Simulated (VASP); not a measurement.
Input of a VASP 6.6.1 run:

The input POSCAR:

```
NaF
1.0
    2.7934851911      0.0000000000      0.0000000000
    0.0000000000      2.7934851911      0.0000000000
    0.0000000000      0.0000000000      2.7934851911
Na F
1 1
Direct
    0.0000000000      0.0000000000      0.0000000000
    0.5000000000      0.5000000000      0.5000000000
```

INCAR.step1

```
SYSTEM = NaF
PREC     = Accurate       ! precision mode
ENCUT    = 520            ! plane-wave cutoff, eV
ISMEAR   = 0              ! smearing method
SIGMA    = 0.01           ! smearing width, eV
LREAL    = .FALSE.        ! projectors in reciprocal space
LASPH    = .TRUE.         ! aspherical terms in the spheres
NELM     = 60             ! most SCF steps
NBANDS   = 14             ! bands
GGA      = PE             ! functional
ALGO     = Normal         ! electronic algorithm
EDIFF    = 1E-4           ! SCF threshold, eV
LWAVE    = .TRUE.         ! write WAVECAR
LCHARG   = .FALSE.        ! write CHGCAR
```

Contents of INCAR.step2:

```
SYSTEM = NaF
PREC     = Accurate       ! precision mode
ENCUT    = 520            ! plane-wave cutoff, eV
EDIFF    = 1E-6           ! SCF threshold, eV
ISMEAR   = 0              ! smearing method
SIGMA    = 0.01           ! smearing width, eV
LREAL    = .FALSE.        ! projectors in reciprocal space
LASPH    = .TRUE.         ! aspherical terms in the spheres
NELM     = 60             ! most SCF steps
ALGO     = Normal         ! electronic algorithm
ISIF     = 2              ! what is computed and relaxed
LWAVE    = .FALSE.        ! write WAVECAR
LCHARG   = .FALSE.        ! write CHGCAR
METAGGA  = R2SCAN         ! meta-GGA
LMIXTAU  = .TRUE.       
NBANDS   = 14             ! bands
ISTART   = 1
```

Contents of KPOINTS:

```
Automatic mesh
0
G
  4 4 4
  0 0 0
```

Potentials or basis: VASP PAW PBE potentials, release 64 (Na_pv, F).

Command:

```sh
$ cat potpaw_PBE.64/Na_pv/POTCAR potpaw_PBE.64/F/POTCAR > POTCAR
$ cp INCAR.step1 INCAR
$ mpirun -np 1 vasp_std > vasp.out
$ cp INCAR.step2 INCAR
$ mpirun -np 1 vasp_std > vasp.out
```

(1) What does it give for the pressure?

(2) Predict the band gap on the k mesh.

## Answers

(1) -0.9 GPa.

(2) 7.11 eV, indirect (least direct gap 7.45 eV).

Caveat: the k points lie up to 0.56 Å⁻¹ apart; the PAW data sets were made with another functional, which shifts forces and pressure a little.
